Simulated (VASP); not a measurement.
Set up this calculation in VASP 6.6.1, as the native input.

| Quantity | Value |
| --- | --- |
| Task | single point |
| Functional | PBEsol |
| Potentials or basis | VASP PAW PBE potentials, release 64 (Cd) |
| Cutoff | 520 eV |
| k mesh | 18 × 18 × 8 |
| Occupations | gaussian, width 0.15 eV |
| Spin | no spin polarisation |
| Dipole correction | no |
| Further INCAR settings | ALGO = Fast; EDIFF = 1e-06; NBANDS = 19 |

The structure of Cd lies in POSCAR:

```
Cd
1.0
    3.0086612332      0.0000000000      0.0000000000
   -1.5043306166      2.6055770593      0.0000000000
    0.0000000000      0.0000000000      5.6176500000
Cd
2
Direct
    0.3333333333      0.6666666667      0.2500000000
    0.6666666667      0.3333333333      0.7500000000
```

This cell differs from its parent crystal: strain +0.0100 x Voigt [1, 1, 0, 0, 0, 0].

One way to write it, as run:

INCAR

```
ALGO     = Fast           # electronic algorithm
EDIFF    = 1E-6           # SCF threshold, eV
ENCUT    = 520            # plane-wave cutoff, eV
GGA      = PS             # functional
ISIF     = 2              # what is computed and relaxed
ISMEAR   = 0              # smearing method
LASPH    = T              # aspherical terms in the spheres
LCHARG   = F              # write CHGCAR
LREAL    = F              # projectors in reciprocal space
LWAVE    = F              # write WAVECAR
NBANDS   = 19             # bands
NELM     = 60             # most SCF steps
PREC     = Accurate       # precision mode
SIGMA    = 0.15           # smearing width, eV
```

KPOINTS

```
k-points
0
Gamma
  18 18 8
```

Potentials or basis: VASP PAW PBE potentials, release 64 (Cd).

Command:

```bash
$ cat potpaw_PBE.64/Cd/POTCAR > POTCAR
$ mpirun -np 1 vasp_std > vasp.out
```

Results of the run:

| Quantity | Value |
| --- | --- |
| Pressure | -2.2 GPa |
| Band gap on the k mesh | zero (band 12 reaches 4.05 eV, above the bottom of band 13 at -0.29 eV) |

Caveat: the cell differs from its parent crystal (strain +0.0100 x Voigt [1, 1, 0, 0, 0, 0]); the PAW data sets were made with another functional, which shifts forces and pressure a little.

It took 37 s on 1 thread of Intel(R) Xeon(R) 6975P-C (Granite Rapids) (shared host), peak memory 0.24 GiB.
